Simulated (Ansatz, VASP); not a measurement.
# Two plane-wave programs on B5Pt

```
CELL_PARAMETERS angstrom
0.00000 3.48371 3.48371
3.48371 0.00000 3.48371
3.48371 3.48371 0.00000
ATOMIC_POSITIONS crystal
B 0.08565 0.08565 0.08565
B 0.08565 0.08565 0.74306
B 0.08565 0.74306 0.08565
B 0.74306 0.08565 0.08565
B 0.50000 0.50000 0.50000
Pt 0.25000 0.25000 0.25000
```

Alike in both runs: functional PBE; k mesh 6 × 6 × 6; occupations gaussian, width 0.1 eV; no spin polarisation.

Ansatz relaxed the structure, and its values are those at the end. VASP's run is a single point on that final structure, the one shown.

|  | VASP | Ansatz |
| --- | --- | --- |
| version | VASP 6.6.1 | Ansatz 0.2.0 |
| potentials or method | VASP PAW PBE potentials, release 64 (B, Pt), cutoff 520 eV | scalar-relativistic, plane waves, PAW |
| valence electrons in the cell | 25 | 33 |

Ansatz gave:

* gap on the k mesh at the Fermi level (eV): none
* pressure (GPa): 0.1
* rms of the force components (eV/Å): 0.004

What did VASP give for the same quantities?

gap on the k mesh at the Fermi level (eV): none; pressure (GPa): 0.1; rms of the force components (eV/Å): 0.001.

A gap of «none» marks a metal or a gap that the smearing closes. VASP's potentials hold 25 valence electrons a cell and Ansatz's 33, so a difference there can come from the potentials and not from the codes.

Spin-orbit coupling is off throughout.
